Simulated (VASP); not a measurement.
# Al2Pt (R3m) in VASP: further runs, part 2 of 2

VASP 6.6.1. Earlier steps stand in the parts before.

### Step 3. Electric field gradients, PBE (shortest bond scaled by 0.58)

INCAR

```
PREC = Accurate
ENCUT = 430
EDIFF = 1E-8
ISMEAR = -1
SIGMA = 0.05
LREAL = False
LASPH = True
NELM = 120
ALGO = Normal
ISIF = 2
LWAVE = False
LCHARG = False
GGA = PE
LEFG = True
NBANDS = 19
GGA_COMPAT = False
```

KPOINTS

```
Automatic mesh
0
Gamma
  9 9 9
```

POSCAR

```
Al2Pt
1.0
    0.0000000000      2.9550000000      2.9550000000
    2.9550000000      0.0000000000      2.9550000000
    2.9550000000      2.9550000000      0.0000000000
Al Pt
2 1
Direct
    0.1975000000      0.1975000000      0.1975000000
    0.7500000000      0.7500000000      0.7500000000
    0.0525000000      0.0525000000      0.0525000000
```

Potentials or basis: VASP PAW PBE potentials, release 64 (Al, Pt_sv_GW).

Launch:

```console
cat potpaw_PBE.64/Al/POTCAR potpaw_PBE.64/Pt_sv_GW/POTCAR > POTCAR
mpirun -np 1 vasp_std > vasp.out
```

OUTCAR:

```text
PREC = Accurate
   ENCUT = 430
   EDIFF = 1E-8
   ISMEAR = -1
   LREAL = False
   LASPH = True
   NELM = 120
   ISIF = 2
   GGA = PE

 ion  position               nearest neighbor table
   1  0.197  0.197  0.197-   3 1.48   2 2.68   2 2.68   2 2.68   3 3.09   3 3.09   3 3.09   2 3.29
                             2 3.29   2 3.29
   2  0.750  0.750  0.750-   3 2.43   3 2.43   3 2.43   1 2.68   1 2.68   1 2.68   3 3.10   1 3.29
                             1 3.29   1 3.29
   3  0.053  0.053  0.053-   1 1.48   2 2.43   2 2.43   2 2.43   1 3.09   1 3.09   1 3.09   2 3.10

 -----------------------------------------------------------------------------
|                                                                             |
|           W    W    AA    RRRRR   N    N  II  N    N   GGGG   !!!           |
|           W    W   A  A   R    R  NN   N  II  NN   N  G    G  !!!           |
|           W    W  A    A  R    R  N N  N  II  N N  N  G       !!!           |
|           W WW W  AAAAAA  RRRRR   N  N N  II  N  N N  G  GGG   !            |
|           WW  WW  A    A  R   R   N   NN  II  N   NN  G    G                |
|           W    W  A    A  R    R  N    N  II  N    N   GGGG   !!!           |
|                                                                             |
|     The distance between some ions is very small. Please check the          |
|     nearest-neighbor list in the OUTCAR file.                               |
|     I HOPE YOU KNOW WHAT YOU ARE DOING!                                     |
|                                                                             |
 -----------------------------------------------------------------------------

  LATTYP: Found a face centered cubic cell.
 ALAT       =     5.9100000000

  Lattice vectors:

 A1 = (   0.0000000000,   2.9550000000,   2.9550000000)
[... 191 lines left out ...]
      5      -2.3422      2.00000
      6       1.3040      2.00000
[... 505 lines left out ...]
      6       1.2249      2.00000
[... 11 lines left out ...]
     18      15.7155      0.00000
     19      16.4595      0.00000

 [... further k-points ...]
[... 5 lines left out ...]
  --------------------------------------------------------------------------------------
  -------------------------------------------------------------------------------------
  Total       33.8413817     33.8413817     33.8413817     30.2872888     30.2872888     30.2872888
  in kB     1050.6455311   1050.6455311   1050.6455311    940.3045325    940.3045325    940.3045325
  external PRESSURE =    1050.6455311 kB  Pullay stress =       0.0000000 kB

 VOLUME and BASIS-vectors are now :
 -----------------------------------------------------------------------------
  energy-cutoff  :      430.00
  volume of cell :       51.61
      direct lattice vectors                 reciprocal lattice vectors
     0.000000000  2.955000000  2.955000000    -0.169204738  0.169204738  0.169204738
     2.955000000  0.000000000  2.955000000     0.169204738 -0.169204738  0.169204738
     2.955000000  2.955000000  0.000000000     0.169204738  0.169204738 -0.169204738

 POSITION                                       TOTAL-FORCE (eV/Angst)
 -----------------------------------------------------------------------------------
      1.16722      1.16722      1.16722        37.885938     37.885938     37.885938
      4.43250      4.43250      4.43250         0.026534      0.026534      0.026534
      0.31028      0.31028      0.31028       -37.912472    -37.912472    -37.912472
 -----------------------------------------------------------------------------------
    total drift:                                0.000057      0.000057      0.000057

  FREE ENERGIE OF THE ION-ELECTRON SYSTEM (eV)
  ---------------------------------------------------
  free  energy   TOTEN  =         0.9320142886 eV

  energy  without entropy=        0.9390187888  energy(sigma->0) =        0.93551654

 Electric field gradients (V/A^2)
---------------------------------------------------------------------
 ion       V_xx      V_yy      V_zz      V_xy      V_xz      V_yz
---------------------------------------------------------------------
   1      -0.000     0.000    -0.000   -32.876   -32.876   -32.876
   2      -0.000     0.000    -0.000    21.640    21.640    21.640
   3       0.000    -0.000     0.000   208.916   208.916   208.916
---------------------------------------------------------------------

 Electric field gradients after diagonalization (V/A^2)
 (convention: |V_zz| > |V_xx| > |V_yy|)
----------------------------------------------------------------------
 ion       V_xx      V_yy      V_zz     asymmetry (V_yy - V_xx)/ V_zz
----------------------------------------------------------------------
   1      32.876    32.876   -65.751       0.000
   2     -21.640   -21.640    43.280       0.000
   3    -208.916  -208.916   417.833       0.000
----------------------------------------------------------------------

           NMR quadrupolar parameters

 Cq : quadrupolar parameter    Cq=e*Q*V_zz/h
 eta: asymmetry parameters     (V_yy - V_xx)/ V_zz
 Q  : nuclear electric quadrupole moment in mb (millibarn)
----------------------------------------------------------------------
 ion       Cq(MHz)       eta       Q (mb)
----------------------------------------------------------------------
   1      -0.159       0.000       1.000
   2       0.105       0.000       1.000
   3       1.010       0.000       1.000
----------------------------------------------------------------------
```

stdout:

```text
POSCAR found type information on POSCAR AlPt
 POSCAR found :  2 types and       3 ions
 scaLAPACK will be used
 LDA part: xc-table for (Slater+PW92), standard interpolation
 -----------------------------------------------------------------------------
|                                                                             |
|           W    W    AA    RRRRR   N    N  II  N    N   GGGG   !!!           |
|           W    W   A  A   R    R  NN   N  II  NN   N  G    G  !!!           |
|           W    W  A    A  R    R  N N  N  II  N N  N  G       !!!           |
|           W WW W  AAAAAA  RRRRR   N  N N  II  N  N N  G  GGG   !            |
|           WW  WW  A    A  R   R   N   NN  II  N   NN  G    G                |
|           W    W  A    A  R    R  N    N  II  N    N   GGGG   !!!           |
|                                                                             |
|     The distance between some ions is very small. Please check the          |
|     nearest-neighbor list in the OUTCAR file.                               |
|     I HOPE YOU KNOW WHAT YOU ARE DOING!                                     |
|                                                                             |
 -----------------------------------------------------------------------------

 POSCAR, INCAR and KPOINTS ok, starting setup
 FFT: planning ... GRIDC
 FFT: planning ... GRID_SOFT
 FFT: planning ... GRID
 WAVECAR not read
 entering main loop
ion   1

ion   2

ion   3
```

Wall time 30 s (1 thread of Intel Xeon 6975P-C (Granite Rapids), shared host); peak memory 0.2 GiB.

What came out:

| Property | Result |
| --- | --- |
| Free energy | 0.9320 eV |
| Pressure | 105.1 GPa |
| Largest force | 65.666 eV/Å |
| Band gap on the k mesh | zero (band 12 reaches 11.13 eV, above the bottom of band 13 at 6.58 eV) |

Forces on the atoms (eV/Å):
```
Al   37.886  37.886  37.886
Al    0.027   0.027   0.027
Pt  -37.912 -37.912 -37.912
```

Stress tensor (GPa, compression positive):
```
105.06  94.03  94.03
 94.03 105.06  94.03
 94.03  94.03 105.06
```

Levels at points of the mesh, in eV from the Fermi level:
```tsv
k point	band 8	band 9	band 10	band 11	band 12	band 13	band 14	band 15	band 16	band 17
(0.00, 0.00, 0.00)	-5.48	-5.17	-5.17	1.80	3.23	3.23	3.73	5.35	5.35	5.54
```

Electric field gradients, principal values (V/Å²):
```tsv
atom	least	middle	greatest (by size)
1 Al	32.876	32.876	-65.751
2 Al	-21.640	-21.640	43.280
3 Pt	-208.916	-208.916	417.833
```

Caveat: the cell differs from its parent crystal (shortest bond scaled by 0.58); without QUAD_EFG the Cq values of the log hold for a quadrupole moment of 1 mb, not for the nuclei; spin-orbit coupling is left out, which moves the levels of the heavy elements; forces of over 1 eV/Å act on the atoms, so gaps and moduli don't describe the material at rest.
